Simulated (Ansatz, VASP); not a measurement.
**Sb: VASP beside Ansatz**

Contents of INCAR:

```
PREC = Accurate
ENCUT = 400
EDIFF = 1E-8
ISMEAR = -1
SIGMA = 0.03
LREAL = F
LASPH = T
NELM = 120
ALGO = Normal
ISIF = 2
LWAVE = F
LCHARG = F
GGA = CA
LEFG = T
NBANDS = 22
GGA_COMPAT = F
```

KPOINTS

```
Automatic mesh
0
Gamma
  12 12 12
```

Contents of POSCAR:

```
Sb
1.0
    2.1789009502      1.2579890502      3.7932688079
   -2.1789009502      1.2579890502      3.7932688079
    0.0000000000     -2.5159781002      3.7932688079
Sb
2
Direct
    0.2336400000      0.2336400000      0.2336400000
    0.7663600000      0.7663600000      0.7663600000
```

Input for Ansatz:

```yaml
crystal:
  lattice:
    - [2.1789009502, 1.2579890502, 3.7932688079]
    - [-2.1789009502, 1.2579890502, 3.7932688079]
    - [0.0, -2.5159781002, 3.7932688079]
  atoms:
    - { symbol: Sb, position: [0.23364, 0.23364, 0.23364] }
    - { symbol: Sb, position: [0.76636, 0.76636, 0.76636] }
kpoints:
  mp_grid: { grid: [12, 12, 12] }
scf:
  occupations: { method: fermi_dirac, width: 0.03 }
hamiltonian:
  xc: lda
  pseudopotentials: { kind: paw }
output:
  forces: true
  stress: true
  eigenvalues: true
  efg: { contact_densities: true }
```

Change from the starting cell: volume scaled by 1.04, PAW files.

Alike in both runs: task electric field gradients; functional LDA; k mesh 12 × 12 × 12; occupations fermi-dirac, width 0.03 eV; no spin polarisation.

|  | VASP | Ansatz |
| --- | --- | --- |
| version | VASP 6.6.1 | Ansatz 0.2.0 |
| potentials or method | VASP PAW LDA potentials, release 64 (Sb_d_GW) | PAW with Ansatz's default frozen-core files, scalar-relativistic |
| plane-wave cutoff (eV) | 400 | 420 |
| valence electrons in the cell | 30 | 30 |

|  | VASP | Ansatz | Ansatz less VASP |
| --- | --- | --- | --- |
| rms of the force components (eV/Å) | 0.061 | 0.067 | +0.0061 |
| size of Vzz on the site where it differs most (V/Å²) | 45.7 | 46.2 | +0.54 |

LDA's correlation is that of Perdew and Zunger in VASP and of Perdew and Wang (1992) in Ansatz. Atom by atom the forces differ by 0.006 eV/Å (rms over components).

Neither program's run includes spin-orbit coupling.
